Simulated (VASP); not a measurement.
# Ta (Im-3m) in VASP: single point with PBE

Aim: the single point of Ta with PBE.

Program: VASP 6.6.1. These are calculated values, not measurements. Logs are shortened: lines on timing, memory, paths and dates and some standing lists are left out, and cuts for length are marked.

**1. The cell of the first run**

It takes space group Im-3m (No. 229, cubic). Conventional cell: a = 3.320 Å, b = 3.320 Å, c = 3.320 Å, α = 90.00°, β = 90.00°, γ = 90.00°. Ta (site symmetry m-3m) has 14 Ta at 2.88 to 3.32 Å within 3.8 Å.

**2. Single point, PBE**

The input, INCAR:

```
SYSTEM = Ta
ALGO     = Normal         ! electronic algorithm
EDIFF    = 1E-6           ! SCF threshold, eV
ENCUT    = 520            ! plane-wave cutoff, eV
GGA      = PE             ! functional
ISIF     = 2              ! what is computed and relaxed
ISMEAR   = -1             ! smearing method
LASPH    = .True.         ! aspherical terms in the spheres
LCHARG   = .False.        ! write CHGCAR
LREAL    = .False.        ! projectors in reciprocal space
LWAVE    = .False.        ! write WAVECAR
NBANDS   = 12             ! bands
NELM     = 80             ! most SCF steps
PREC     = Accurate       ! precision mode
SIGMA    = 0.1            ! smearing width, eV
```

The input, KPOINTS:

```
k-points
0
Gamma
  18 18 18
  0 0 0
```

The input, POSCAR:

```
Ta
1.0
   -1.6600479322      1.6600479322      1.6600479322
    1.6600479322     -1.6600479322      1.6600479322
    1.6600479322      1.6600479322     -1.6600479322
Ta
1
Direct
    0.0000000000      0.0000000000      0.0000000000
```

Potentials or basis: VASP PAW PBE potentials, release 64 (Ta_pv).

On the command line:

```console
$ cat potpaw_PBE.64/Ta_pv/POTCAR > POTCAR
$ mpirun -np 1 vasp_std > vasp.out
```

OUTCAR:

```text
SYSTEM = Ta
   EDIFF = 1E-6
   ENCUT = 520
   GGA = PE
   ISIF = 2
   ISMEAR = -1
   LASPH = .True.
   LREAL = .False.
   NELM = 80
   PREC = Accurate

 ion  position               nearest neighbor table
   1  0.000  0.000  0.000-

  LATTYP: Found a body centered cubic cell.
 ALAT       =     3.3200958644

  Lattice vectors:

 A1 = (  -1.6600479322,   1.6600479322,   1.6600479322)
 A2 = (   1.6600479322,  -1.6600479322,   1.6600479322)
 A3 = (   1.6600479322,   1.6600479322,  -1.6600479322)

Analysis of symmetry for initial positions (statically):
=====================================================================
 Subroutine PRICEL returns:
 Original cell was already a primitive cell.

 Routine SETGRP: Setting up the symmetry group for a
 body centered cubic supercell.

 Subroutine GETGRP returns: Found 48 space group operations
 (whereof 48 operations were pure point group operations)
 out of a pool of 48 trial point group operations.

The static configuration has the point symmetry O_h .

Analysis of symmetry for dynamics (positions and initial velocities):
=====================================================================
 Subroutine PRICEL returns:
 Original cell was already a primitive cell.

 Routine SETGRP: Setting up the symmetry group for a
 body centered cubic supercell.

 Subroutine GETGRP returns: Found 48 space group operations
 (whereof 48 operations were pure point group operations)
 out of a pool of 48 trial point group operations.

The dynamic configuration has the point symmetry O_h .

 Subroutine INISYM returns: Found 48 space group operations
 (whereof 48 operations are pure point group operations),
 and found     1 'primitive' translations

----------------------------------------------------------------------------------------

                                     Primitive cell

  volume of cell :      18.2988

  direct lattice vectors                    reciprocal lattice vectors
    -1.660047932  1.660047932  1.660047932     0.000000000  0.301196122  0.301196122
     1.660047932 -1.660047932  1.660047932     0.301196122  0.000000000  0.301196122
     1.660047932  1.660047932 -1.660047932     0.301196122  0.301196122  0.000000000

  length of vectors
     2.875287362  2.875287362  2.875287362     0.425955641  0.425955641  0.425955641

  position of ions in fractional coordinates (direct lattice)
     0.000000000  0.000000000  0.000000000

  ion indices of the primitive-cell ions
   primitive index   ion index
                 1           1

----------------------------------------------------------------------------------------

 KPOINTS: k-points

Automatic generation of k-mesh.
 Grid dimensions read from file:
 generate k-points for:   18   18   18

 Generating k-lattice:

  Cartesian coordinates                     Fractional coordinates (reciprocal lattice)
     0.000000000  0.016733118  0.016733118     0.055555556  0.000000000  0.000000000
     0.016733118  0.000000000  0.016733118     0.000000000  0.055555556  0.000000000
     0.016733118  0.016733118  0.000000000     0.000000000  0.000000000  0.055555556

  Length of vectors
     0.023664202  0.023664202  0.023664202

  Shift w.r.t. Gamma in fractional coordinates (k-lattice)
     0.000000000  0.000000000  0.000000000

 Subroutine IBZKPT returns following result:
 ===========================================

 Found    195 irreducible k-points:

 Following reciprocal coordinates:
            Coordinates               Weight
  0.000000  0.000000  0.000000      1.000000
  0.055556  0.000000  0.000000     12.000000
  0.111111  0.000000  0.000000     12.000000
  0.166667  0.000000  0.000000     12.000000
  0.222222  0.000000  0.000000     12.000000
  0.277778  0.000000  0.000000     12.000000
[... 16 lines left out ...]
  0.333333  0.111111  0.000000     48.000000
  0.388889  0.111111  0.000000     48.000000
 [... further k-points ...]
   k-points           NKPTS =    195   k-points in BZ     NKDIM =    195   number of bands    NBANDS=     12
   number of dos      NEDOS =    301   number of ions     NIONS =      1
   total plane-waves  NPLWV =  13824
   dimension x,y,z NGX =    24 NGY =   24 NGZ =   24
   dimension x,y,z NGXF=    48 NGYF=   48 NGZF=   48
   ions per type =               1
   NGX,Y,Z   is equivalent  to a cutoff of  13.88, 13.88, 13.88 a.u.
   NGXF,Y,Z  is equivalent  to a cutoff of  27.75, 27.75, 27.75 a.u.
 SYSTEM =  Ta
   PREC   = accura    normal or accurate (medium, high low for compatibility)
   ISTART =      0    job   : 0-new  1-cont  2-samecut
   ICHARG =      2    charge: 1-file 2-atom 10-const
   ISPIN  =      1    spin polarized calculation?
   LNONCOLLINEAR =      F non collinear calculations
   LSORBIT =      F    spin-orbit coupling
   LASPH  =      T    aspherical Exc in radial PAW
   ENCUT  =  520.0 eV  38.22 Ry    6.18 a.u.   5.35  5.35  5.35*2*pi/ulx,y,z
   NELM   =     80;   NELMIN=  2; NELMDL= -5     # of ELM steps
   EDIFF  = 0.1E-05   stopping-criterion for ELM
   LREAL  =      F    real-space projection
   EDIFFG = 0.1E-04   stopping-criterion for IOM
   NSW    =      0    number of steps for IOM
   IBRION =     -1    ionic relax: 0-MD 1-quasi-New 2-CG
   NFREE  =      0    steps in history (QN), initial steepest desc. (CG)
   ISIF   =      2    stress and relaxation
   ISYM   =      2    0-nonsym 1-usesym 2-fastsym
   POTIM  = 0.5000    time-step for ionic-motion
   TEBEG  =    0.0;   TEEND  =   0.0 temperature during run
   PSTRESS=    0.0 pullay stress
   NELECT =      11.0000    total number of electrons
   NUPDOWN=      -1.0000    fix difference up-down
   EMIN   =  10.00;   EMAX   =-10.00  energy-range for DOS
   EFERMI =   0.00;   METHOD = LEGACY
   ISMEAR =    -1;   SIGMA  =   0.10  broadening in eV -4-tet -1-fermi 0-gaus
   EFERMI_NEDOS =   21; number of points for ismear=-14 and -15
   IALGO  =     38    algorithm
   IMIX   =      4    mixing-type and parameters
     AMIX     =   0.40;   BMIX     =  1.00
     AMIX_MAG =   1.60;   BMIX_MAG =  1.00
  volume/ion in A,a.u.               =      18.30       123.49
  Fermi-wavevector in a.u.,A,eV,Ry     =   1.381651  2.610942 25.972980  1.908960
  Thomas-Fermi vector in A             =   2.506416
   LORBIT       =      0    0 simple, 1 ext, 2 COOP (PROOUT), +10 PAW based schemes
   GGA     = PE    functional components
   LHFCALC =     F    Hartree Fock is set to
   AEXX    =    0.0000 exact exchange contribution
   IVDW    =     0    specifies the selected vdW correction
   LEPSILON=     F    determine dielectric tensor
   LRPA    =     F    only Hartree local field effects (RPA)
 non-spin polarized calculation
  energy-cutoff  :      520.00
  volume of cell :       18.30
 maximum number of plane-waves:       531
 NGX is ok and might be reduce to    24
   NGX = 11   NGY = 11   NGZ = 11

 number of electron      11.0000000 magnetization

 Free energy of the ion-electron system (eV)
  ---------------------------------------------------
  ext. energy  EPLUGINS =         0.00000000
  ---------------------------------------------------
  free energy    TOTEN  =       -11.83466461 eV

  energy without entropy =      -11.79075156  energy(sigma->0) =      -11.81270809

 E-fermi :   5.3750     XC(G=0): -12.5371

 val. band max:        5.3695176196   @ k =   0.3333   0.1667   0.0556
 cond. band min:       5.3864964366   @ k =  -0.2778   0.3889   0.1111
 fundamental gap:      0.0169788170
 Fermi energy:         5.3750272063

 k-point     1 :       0.0000    0.0000    0.0000
  band No.  band energies     occupation
      1     -27.7732      2.00000
      2     -27.7732      2.00000
      3     -27.7732      2.00000
      4      -2.4965      2.00000
      5       6.0942      0.00150
      6       6.0942      0.00150
      7       6.0942      0.00150
      8       9.3114      0.00000
      9       9.3114      0.00000
     10      20.0052      0.00000
     11      20.2947      0.00000
     12      20.2947      0.00000

 k-point     2 :       0.0556    0.0000    0.0000
  band No.  band energies     occupation
      1     -27.8097      2.00000
      2     -27.7845      2.00000
      3     -27.7734      2.00000
      4      -2.3607      2.00000
      5       6.0058      0.00364
      6       6.0694      0.00193
      7       6.2268      0.00040
      8       9.1663      0.00000
      9       9.3117      0.00000
     10      20.0053      0.00000
     11      20.4174      0.00000
     12      20.5332      0.00000

 k-point     3 :       0.1111    0.0000    0.0000
  band No.  band energies     occupation
      1     -27.9136      2.00000
      2     -27.8168      2.00000
      3     -27.7739      2.00000
      4      -1.9670      2.00000
      5       5.7618      0.04095
      6       5.9642      0.00551
      7       6.6203      0.00001
      8       8.8611      0.00000
      9       9.3197      0.00000
     10      20.0049      0.00000
     11      20.7242      0.00000
     12      21.2251      0.00000

 k-point     4 :       0.1667    0.0000    0.0000
  band No.  band energies     occupation
      1     -28.0697      2.00000
      2     -27.8659      2.00000
      3     -27.7747      2.00000
      4      -1.3584      2.00000
      5       5.4154      0.80090
      6       5.7277      0.05713
      7       7.2625      0.00000
      8       8.6485      0.00000
      9       9.3537      0.00000
     10      20.0043      0.00000
     11      20.9829      0.00000
     12      22.3108      0.00000

 k-point     5 :       0.2222    0.0000    0.0000
  band No.  band energies     occupation
      1     -28.2562      2.00000
      2     -27.9255      2.00000
      3     -27.7758      2.00000
      4      -0.6159      2.00000
      5       5.0273      1.94008
      6       5.4114      0.82002
      7       8.1314      0.00000
      8       8.6583      0.00000
      9       9.4332      0.00000
     10      20.0026      0.00000
     11      20.7691      0.00000
     12      22.4121      0.00000
[... 228 lines left out ...]
      1     -28.4746      2.00000
      2     -27.9987      2.00000
      3     -27.8220      2.00000
      4       0.4713      2.00000
      5       4.6205      1.99894
      6       4.9145      1.98021
      7       8.4789      0.00000
      8       9.7185      0.00000
      9       9.9054      0.00000
     10      19.9112      0.00000
     11      20.0610      0.00000
     12      21.4926      0.00000

 k-point    22 :       0.2778    0.1111    0.0000
  band No.  band energies     occupation
      1     -28.6237      2.00000
      2     -28.0688      2.00000
      3     -27.8252      2.00000
      4       1.0591      2.00000
      5       4.3249      1.99995
      6       4.9809      1.96191
      7       8.7448      0.00000
      8      10.0218      0.00000
      9      10.9270      0.00000
     10      18.7546      0.00000
     11      19.9838      0.00000
     12      20.2095      0.00000

 k-point    23 :       0.3333    0.1111    0.0000
  band No.  band energies     occupation
      1     -28.7421      2.00000
      2     -28.1265      2.00000
      3     -27.8273      2.00000
      4       1.3547      2.00000
      5       4.1111      1.99999
      6       5.4075      0.83904
      7       8.9924      0.00000
      8      10.1416      0.00000
      9      12.1247      0.00000
     10      17.6081      0.00000
     11      18.9665      0.00000
     12      20.0152      0.00000

 k-point    24 :       0.3889    0.1111    0.0000
  band No.  band energies     occupation
      1     -28.8181      2.00000
      2     -28.1642      2.00000
      3     -27.8286      2.00000
      4       1.4347      2.00000
      5       3.9795      2.00000
      6       5.9725      0.00507
      7       9.0571      0.00000
      8      10.3223      0.00000
      9      13.1046      0.00000
     10      16.6265      0.00000
     11      18.2475      0.00000
     12      20.0125      0.00000

 [... further k-points ...]
[... 5 lines left out ...]
  --------------------------------------------------------------------------------------
  -------------------------------------------------------------------------------------
  Total        0.0104117      0.0104117      0.0104117      0.0000000      0.0000000      0.0000000
  in kB        0.9116094      0.9116094      0.9116094      0.0000000      0.0000000      0.0000000
  external PRESSURE =       0.9116094 kB  Pullay stress =       0.0000000 kB

 VOLUME and BASIS-vectors are now :
 -----------------------------------------------------------------------------
  energy-cutoff  :      520.00
  volume of cell :       18.30
      direct lattice vectors                 reciprocal lattice vectors
    -1.660047932  1.660047932  1.660047932     0.000000000  0.301196122  0.301196122
     1.660047932 -1.660047932  1.660047932     0.301196122  0.000000000  0.301196122
     1.660047932  1.660047932 -1.660047932     0.301196122  0.301196122  0.000000000

 POSITION                                       TOTAL-FORCE (eV/Angst)
 -----------------------------------------------------------------------------------
      0.00000      0.00000      0.00000        -0.000000      0.000000      0.000000
 -----------------------------------------------------------------------------------
    total drift:                               -0.000000      0.000000      0.000000

  FREE ENERGIE OF THE ION-ELECTRON SYSTEM (eV)
  ---------------------------------------------------
  free  energy   TOTEN  =       -11.8346646123 eV

  energy  without entropy=      -11.7907515585  energy(sigma->0) =      -11.81270809
```

It took 57 s on 1 thread of AMD EPYC 7R43 (Zen 3), shared host; peak memory 0.14 GiB.

What came out:

```yaml
Free_energy: -11.8347 eV
Pressure: 0.1 GPa
```

Caveat: spin-orbit coupling is left out, which moves the levels of the heavy elements.
